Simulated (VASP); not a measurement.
SiTe2: single point with LDA

The system is SiTe2.

```
Si Te
1.0
     3.88716    0.00000    0.00000
    -1.94358    3.36638    0.00000
     0.00000    0.00000    7.24055
Si Te
1 2
Cartesian
  0.0000 0.0000 0.0000
  0.0000 2.2443 5.5999
  1.9436 1.1221 1.6407
```

- Program: VASP 6.6.1
- Task: single point
- Functional: LDA
- Potentials or basis: VASP PAW LDA potentials, release 64 (Si, Te)
- Cutoff: 520 eV
- k mesh: 5 × 5 × 3
- Occupations: fermi-dirac, width 0.01 eV
- Spin: no spin polarisation

- Pressure: -5.2 GPa
- Largest force: 0.427 eV/Å
- Band gap on the k mesh: zero (band 8 reaches 4.69 eV, above the bottom of band 9 at 4.16 eV)

Forces in eV/Å, atoms in the order of the input:
```
Si   0.000  0.000  0.000
Te   0.000  0.000  0.427
Te   0.000  0.000 -0.427
```

Stress tensor (GPa, compression positive):
```
-6.10  0.00  0.00
 0.00 -6.10  0.00
 0.00  0.00 -3.32
```

Levels at points of the mesh, in eV from the Fermi level:
```tsv
k point	band 5	band 6	band 7	band 8	band 9	band 10	band 11	band 12
(0.00, 0.00, 0.00)	-0.55	-0.55	-0.06	-0.06	0.58	2.89	3.18	3.18
```

Wall time 25 s on 1 thread of Intel Xeon 6975P-C, on a shared host, peak memory 0.18 GiB.

Caveat: the k points lie up to 0.37 Å⁻¹ apart; spin-orbit coupling is left out, which moves the levels of the heavy elements.
